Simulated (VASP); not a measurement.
Si4Hg:

```xyz
5
Lattice="2.4555 -2.5589 0.0000 2.4555 2.5589 0.0000 0.0000 0.0000 7.5894" Properties=species:S:1:pos:R:3 pbc="T T T"
Si    1.2277    1.2795    6.3377
Si    1.2277   -1.2795    1.2517
Si    1.2277    1.2795    1.2517
Si    1.2277   -1.2795    6.3377
Hg    2.4555    0.0000    3.7947
```

The cell was generated, and may not be a known phase.

| Property | Result |
| --- | --- |
| Program | VASP 6.6.1 |
| Task | relaxation of cell and atoms |
| Functional | PBE |
| Potentials or basis | VASP PAW PBE potentials, release 64 (Si, Hg) |
| Cutoff | 500 eV |
| k mesh | 10 × 10 × 6 |
| Occupations | gaussian, width 0.1 eV |
| Spin | no spin polarisation |

At the start: pressure 0.3 GPa; volume 19.07 Å³/atom.

How do energy, volume and symmetry change on relaxing?

Over 11 steps the energy falls by 9.1 meV/atom and the volume is 19.27 Å³/atom (+1.0 %); space group Cmmm (No. 65, to 0.1 Å) before, P4/mmm (No. 123, to 0.1 Å).

Step by step:
```
step  energy change (eV)  largest force (eV/Å)  pressure (GPa)  volume (Å³)
   1              0.0000                0.0184            0.28        95.37
   2             -0.0419                0.0334           -0.17        95.80
   3             -0.0422                0.0357           -0.19        95.84
   4             -0.0422                0.0351           -0.19        95.83
   5             -0.0438                0.0303            0.13        95.52
   6             -0.0440                0.0260            0.27        95.38
   7             -0.0448                0.0350            0.08        95.73
   8             -0.0450                0.0417           -0.06        95.99
   9             -0.0454                0.0251           -0.01        96.08
  10             -0.0457                0.0029            0.05        96.20
  11             -0.0457                0.0004           -0.04        96.37
```

Final structure:
```xyz
5
Lattice="2.4976 -2.4984 0.0000 2.4976 2.4984 0.0000 0.0000 0.0000 7.7217" Properties=species:S:1:pos:R:3 pbc="T T T"
Si    1.2488    1.2492    6.4658
Si    1.2488   -1.2492    1.2559
Si    1.2488    1.2492    1.2559
Si    3.7464    1.2492    6.4658
Hg    2.4976    0.0000    3.8608
```
